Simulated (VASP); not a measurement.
# Au (P6_3/mmc) in VASP: notebook

Au is run at these levels: PBEsol; tasks: single point.

Program: VASP 6.6.1. These are calculated values, not measurements. Logs are shortened: lines on timing, memory, paths and dates and some standing lists are left out, and cuts for length are marked.

### Step 1. The cell of the first run

It takes space group P6_3/mmc (No. 194, hexagonal). The conventional cell has a = 2.958 Å, b = 2.958 Å, c = 4.880 Å, α = 90.00°, β = 90.00°, γ = 120.00°. Within 3.9 Å of Au (site symmetry -6m2) lie 12 Au at 2.96 to 2.98 Å.

### Step 2. Single point, PBEsol (equal xx and yy strain of +2 %)

File INCAR:

```
ALGO     = Normal         # electronic algorithm
EDIFF    = 1E-6           # SCF threshold, eV
ENCUT    = 520            # plane-wave cutoff, eV
GGA      = PS             # functional
ISIF     = 2              # what is computed and relaxed
ISMEAR   = -1             # smearing method
LASPH    = True           # aspherical terms in the spheres
LCHARG   = False          # write CHGCAR
LREAL    = False          # projectors in reciprocal space
LWAVE    = False          # write WAVECAR
NBANDS   = 18             # bands
NELM     = 80             # most SCF steps
PREC     = Accurate       # precision mode
SIGMA    = 0.03           # smearing width, eV
```

File KPOINTS:

```
k-points
0
Gamma
  14 14 8
```

File POSCAR:

```
Au
1.0
    2.9579983786      0.0000000000      0.0000000000
   -1.4789991893      2.5617017403      0.0000000000
    0.0000000000      0.0000000000      4.8800000000
Au
2
Direct
    0.3333333333      0.6666666667      0.7500000000
    0.6666666667      0.3333333333      0.2500000000
```

Potentials or basis: VASP PAW PBE potentials, release 64 (Au).

Launch:

```bash
cat potpaw_PBE.64/Au/POTCAR > POTCAR
mpirun -np 1 vasp_std > vasp.out
```

OUTCAR:

```text
EDIFF = 1E-6
   ENCUT = 520
   GGA = PS
   ISIF = 2
   ISMEAR = -1
   LASPH = True
   LREAL = False
   NELM = 80
   PREC = Accurate

 ion  position               nearest neighbor table
   1  0.333  0.667  0.750-   2 2.98   2 2.98   2 2.98   2 2.98   2 2.98   2 2.98
   2  0.667  0.333  0.250-   1 2.98   1 2.98   1 2.98   1 2.98   1 2.98   1 2.98

  LATTYP: Found a hexagonal cell.
 ALAT       =     2.9579983786
 C/A-ratio  =     1.6497642579

  Lattice vectors:

 A1 = (   2.9579983786,   0.0000000000,   0.0000000000)
 A2 = (  -1.4789991893,   2.5617017403,   0.0000000000)
 A3 = (   0.0000000000,   0.0000000000,   4.8800000000)

Analysis of symmetry for initial positions (statically):
=====================================================================
 Subroutine PRICEL returns:
 Original cell was already a primitive cell.

 Routine SETGRP: Setting up the symmetry group for a
 hexagonal supercell.

 Subroutine GETGRP returns: Found 24 space group operations
 (whereof 12 operations were pure point group operations)
 out of a pool of 24 trial point group operations.

The static configuration has the point symmetry D_3d.
 The point group associated with its full space group is D_6h.

Analysis of symmetry for dynamics (positions and initial velocities):
=====================================================================
 Subroutine PRICEL returns:
 Original cell was already a primitive cell.

 Routine SETGRP: Setting up the symmetry group for a
 hexagonal supercell.

 Subroutine GETGRP returns: Found 24 space group operations
 (whereof 12 operations were pure point group operations)
 out of a pool of 24 trial point group operations.

The dynamic configuration has the point symmetry D_3d.
 The point group associated with its full space group is D_6h.

 Subroutine INISYM returns: Found 24 space group operations
 (whereof 12 operations are pure point group operations),
 and found     1 'primitive' translations

----------------------------------------------------------------------------------------

                                     Primitive cell

  volume of cell :      36.9782

  direct lattice vectors                    reciprocal lattice vectors
     2.957998379  0.000000000  0.000000000     0.338066446  0.195182754  0.000000000
    -1.478999189  2.561701740  0.000000000     0.000000000  0.390365508  0.000000000
     0.000000000  0.000000000  4.880000000     0.000000000  0.000000000  0.204918033

  length of vectors
     2.957998379  2.957998379  4.880000000     0.390365508  0.390365508  0.204918033

  position of ions in fractional coordinates (direct lattice)
     0.333333333  0.666666667  0.750000000
     0.666666667  0.333333333  0.250000000

  ion indices of the primitive-cell ions
   primitive index   ion index
                 1           1
                 2           2

----------------------------------------------------------------------------------------

 KPOINTS: k-points

Automatic generation of k-mesh.
 Grid dimensions read from file:
 generate k-points for:   14   14    8

 Generating k-lattice:

  Cartesian coordinates                     Fractional coordinates (reciprocal lattice)
     0.024147603  0.013941625  0.000000000     0.071428571  0.000000000  0.000000000
     0.000000000  0.027883251  0.000000000     0.000000000  0.071428571  0.000000000
     0.000000000  0.000000000  0.025614754     0.000000000  0.000000000  0.125000000

  Length of vectors
     0.027883251  0.027883251  0.025614754

  Shift w.r.t. Gamma in fractional coordinates (k-lattice)
     0.000000000  0.000000000  0.000000000

 Subroutine IBZKPT returns following result:
 ===========================================

 Found    120 irreducible k-points:

 Following reciprocal coordinates:
            Coordinates               Weight
  0.000000  0.000000  0.000000      1.000000
  0.071429  0.000000  0.000000      6.000000
  0.142857  0.000000  0.000000      6.000000
  0.214286  0.000000  0.000000      6.000000
  0.285714  0.000000  0.000000      6.000000
  0.357143  0.000000  0.000000      6.000000
[... 16 lines left out ...]
  0.285714  0.285714  0.000000      6.000000
  0.357143  0.285714  0.000000      6.000000
 [... further k-points ...]
   k-points           NKPTS =    120   k-points in BZ     NKDIM =    120   number of bands    NBANDS=     18
   number of dos      NEDOS =    301   number of ions     NIONS =      2
   total plane-waves  NPLWV =  20736
   dimension x,y,z NGX =    24 NGY =   24 NGZ =   36
   dimension x,y,z NGXF=    48 NGYF=   48 NGZF=   72
   ions per type =               2
   NGX,Y,Z   is equivalent  to a cutoff of  13.49, 13.49, 12.26 a.u.
   NGXF,Y,Z  is equivalent  to a cutoff of  26.98, 26.98, 24.53 a.u.
 SYSTEM =  unknown system
   PREC   = accura    normal or accurate (medium, high low for compatibility)
   ISTART =      0    job   : 0-new  1-cont  2-samecut
   ICHARG =      2    charge: 1-file 2-atom 10-const
   ISPIN  =      1    spin polarized calculation?
   LNONCOLLINEAR =      F non collinear calculations
   LSORBIT =      F    spin-orbit coupling
   LASPH  =      T    aspherical Exc in radial PAW
   ENCUT  =  520.0 eV  38.22 Ry    6.18 a.u.   5.50  5.50  9.07*2*pi/ulx,y,z
   NELM   =     80;   NELMIN=  2; NELMDL= -5     # of ELM steps
   EDIFF  = 0.1E-05   stopping-criterion for ELM
   LREAL  =      F    real-space projection
   EDIFFG = 0.1E-04   stopping-criterion for IOM
   NSW    =      0    number of steps for IOM
   IBRION =     -1    ionic relax: 0-MD 1-quasi-New 2-CG
   NFREE  =      0    steps in history (QN), initial steepest desc. (CG)
   ISIF   =      2    stress and relaxation
   ISYM   =      2    0-nonsym 1-usesym 2-fastsym
   POTIM  = 0.5000    time-step for ionic-motion
   TEBEG  =    0.0;   TEEND  =   0.0 temperature during run
   PSTRESS=    0.0 pullay stress
   NELECT =      22.0000    total number of electrons
   NUPDOWN=      -1.0000    fix difference up-down
   EMIN   =  10.00;   EMAX   =-10.00  energy-range for DOS
   EFERMI =   0.00;   METHOD = LEGACY
   ISMEAR =    -1;   SIGMA  =   0.03  broadening in eV -4-tet -1-fermi 0-gaus
   EFERMI_NEDOS =   21; number of points for ismear=-14 and -15
   IALGO  =     38    algorithm
   IMIX   =      4    mixing-type and parameters
     AMIX     =   0.40;   BMIX     =  1.00
     AMIX_MAG =   1.60;   BMIX_MAG =  1.00
  volume/ion in A,a.u.               =      18.49       124.77
  Fermi-wavevector in a.u.,A,eV,Ry     =   1.376893  2.601951 25.794403  1.895835
  Thomas-Fermi vector in A             =   2.502096
   LORBIT       =      0    0 simple, 1 ext, 2 COOP (PROOUT), +10 PAW based schemes
   GGA     = PS    functional components
   LHFCALC =     F    Hartree Fock is set to
   AEXX    =    0.0000 exact exchange contribution
   IVDW    =     0    specifies the selected vdW correction
   LEPSILON=     F    determine dielectric tensor
   LRPA    =     F    only Hartree local field effects (RPA)
 non-spin polarized calculation
  energy-cutoff  :      520.00
  volume of cell :       36.98
 maximum number of plane-waves:      1020
 NGX is ok and might be reduce to    24
   NGX = 11   NGY = 11   NGZ = 19

 number of electron      21.9999994 magnetization

 Free energy of the ion-electron system (eV)
  ---------------------------------------------------
  ext. energy  EPLUGINS =         0.00000000
  ---------------------------------------------------
  free energy    TOTEN  =        -7.71109352 eV

  energy without entropy =       -7.70806762  energy(sigma->0) =       -7.70958057

 E-fermi :   7.9058     XC(G=0): -12.4054

 val. band max:        7.8938600769   @ k =   0.4286   0.0714   0.2500
 cond. band min:       7.9069463969   @ k =   0.4286   0.0714   0.1250
 fundamental gap:      0.0130863200
 Fermi energy:         7.9058432200

 k-point     1 :       0.0000    0.0000    0.0000
  band No.  band energies     occupation
      1      -1.1092      2.00000
      2       1.3264      2.00000
      3       3.6514      2.00000
      4       3.8213      2.00000
      5       3.8213      2.00000
      6       4.1106      2.00000
[... 10 lines left out ...]
     17      25.3435      0.00000
     18      25.3435      0.00000

 k-point     2 :       0.0714    0.0000    0.0000
  band No.  band energies     occupation
      1      -0.9611      2.00000
      2       1.4446      2.00000
      3       3.5641      2.00000
      4       3.8991      2.00000
      5       3.9150      2.00000
      6       4.0645      2.00000
[... 10 lines left out ...]
     17      24.5410      0.00000
     18      25.2913      0.00000

 k-point     3 :       0.1429    0.0000    0.0000
  band No.  band energies     occupation
      1      -0.5315      2.00000
      2       1.7589      2.00000
      3       3.3955      2.00000
      4       3.8982      2.00000
      5       4.1412      2.00000
      6       4.1453      2.00000
[... 10 lines left out ...]
     17      24.5277      0.00000
     18      25.4435      0.00000

 k-point     4 :       0.2143    0.0000    0.0000
  band No.  band energies     occupation
      1       0.1240      2.00000
      2       2.0979      2.00000
      3       3.3099      2.00000
      4       3.5600      2.00000
      5       3.7601      2.00000
      6       4.2256      2.00000
[... 375 lines left out ...]
      4       3.6110      2.00000
      5       3.6632      2.00000
      6       3.9150      2.00000
[... 10 lines left out ...]
     17      19.4795      0.00000
     18      20.5362      0.00000

 k-point    23 :       0.2857    0.2857    0.0000
  band No.  band energies     occupation
      1       2.3987      2.00000
      2       2.6074      2.00000
      3       2.8620      2.00000
      4       3.3152      2.00000
      5       3.5819      2.00000
      6       3.8965      2.00000
[... 10 lines left out ...]
     17      19.0437      0.00000
     18      19.6709      0.00000

 k-point    24 :       0.3571    0.2857    0.0000
  band No.  band energies     occupation
      1       2.3725      2.00000
      2       2.7475      2.00000
      3       2.8126      2.00000
      4       3.4255      2.00000
      5       3.6400      2.00000
      6       3.7735      2.00000
[... 10 lines left out ...]
     17      18.4877      0.00000
     18      18.7669      0.00000

 [... further k-points ...]
[... 5 lines left out ...]
  --------------------------------------------------------------------------------------
  -------------------------------------------------------------------------------------
  Total       -2.6312057     -2.6312057     -2.4985689      0.0000000     -0.0000000      0.0000000
  in kB     -114.0037310   -114.0037310   -108.2569035      0.0000000     -0.0000000      0.0000000
  external PRESSURE =    -112.0881218 kB  Pullay stress =       0.0000000 kB

 VOLUME and BASIS-vectors are now :
 -----------------------------------------------------------------------------
  energy-cutoff  :      520.00
  volume of cell :       36.98
      direct lattice vectors                 reciprocal lattice vectors
     2.957998379  0.000000000  0.000000000     0.338066446  0.195182754  0.000000000
    -1.478999189  2.561701740  0.000000000     0.000000000  0.390365508  0.000000000
     0.000000000  0.000000000  4.880000000     0.000000000  0.000000000  0.204918033

 POSITION                                       TOTAL-FORCE (eV/Angst)
 -----------------------------------------------------------------------------------
     -0.00000      1.70780      3.66000         0.000000      0.000000      0.000000
      1.47900      0.85390      1.22000        -0.000000     -0.000000      0.000000
 -----------------------------------------------------------------------------------
    total drift:                               -0.000000      0.000000     -0.000000

  FREE ENERGIE OF THE ION-ELECTRON SYSTEM (eV)
  ---------------------------------------------------
  free  energy   TOTEN  =        -7.7110935219 eV

  energy  without entropy=       -7.7080676179  energy(sigma->0) =       -7.70958057
```

It took 20 s on 1 thread of Intel Xeon 6975P-C (Granite Rapids), shared host; peak memory 0.19 GiB.

What came out:

```yaml
Free_energy: -7.7111 eV
Pressure: -11.2 GPa
Band_gap_on_the_k_mesh: zero (band 11 reaches 11.50 eV, above the bottom of band 12 at 5.48 eV)
```

Stress tensor (GPa, compression positive):
```
-11.40   0.00   0.00
  0.00 -11.40   0.00
  0.00   0.00 -10.83
```

Caveat: the cell differs from its parent crystal (equal xx and yy strain of +2 %); the PAW data sets were made with another functional, which shifts forces and pressure a little; spin-orbit coupling is left out, which moves the levels of the heavy elements.

### Step 3. Single point, PBEsol (volume scaled by 1.06)

File INCAR:

```
ALGO = Normal
EDIFF = 1E-7
ENCUT = 520
GGA = PS
ISIF = 2
ISMEAR = -1
LASPH = T
LCHARG = T
LELF = T
LREAL = F
LVHAR = T
LWAVE = F
NBANDS = 18
NELM = 80
PREC = Accurate
SIGMA = 0.03
```

KPOINTS is that of step 2.

File POSCAR:

```
Au
1.0
    2.9568755643      0.0000000000      0.0000000000
   -1.4784377821      2.5607293545      0.0000000000
    0.0000000000      0.0000000000      4.9757105734
Au
2
Direct
    0.3333333333      0.6666666667      0.7500000000
    0.6666666667      0.3333333333      0.2500000000
```

Potentials or basis: VASP PAW PBE potentials, release 64 (Au).

Launch:

```bash
cat potpaw_PBE.64/Au/POTCAR > POTCAR
mpirun -np 1 vasp_std > vasp.out
```

Run time: 25 s. Hardware: 1 thread of Intel Xeon 6975P-C (Granite Rapids), shared host; peak memory 0.2 GiB.

It converged, with:

- Free energy: -7.6599 eV
- Pressure: -13.0 GPa
- Band gap on the k mesh: zero (band 11 reaches 11.21 eV, above the bottom of band 12 at 5.24 eV)

Stress tensor (GPa, compression positive):
```
-13.09   0.00   0.00
  0.00 -13.09   0.00
  0.00   0.00 -12.72
```

Levels at points of the mesh, in eV from the Fermi level:
| k point | band 9 | band 10 | band 11 | band 12 | band 13 | band 14 |
| --- | --- | --- | --- | --- | --- | --- |
| (0.00, 0.00, 0.00) | -3.18 | -2.03 | -2.03 | -0.72 | 2.21 | 14.62 |
| (0.50, 0.00, 0.00) | -1.77 | -1.61 | 0.38 | 1.37 | 5.46 | 6.63 |
| (0.00, 0.00, 0.50) | -2.42 | -2.42 | -2.42 | -2.42 | 9.92 | 9.92 |
| (0.50, 0.00, 0.50) | -1.68 | -1.68 | 0.66 | 0.66 | 3.47 | 3.47 |

Caveat: the PAW data sets were made with another functional, which shifts forces and pressure a little; spin-orbit coupling is left out, which moves the levels of the heavy elements.
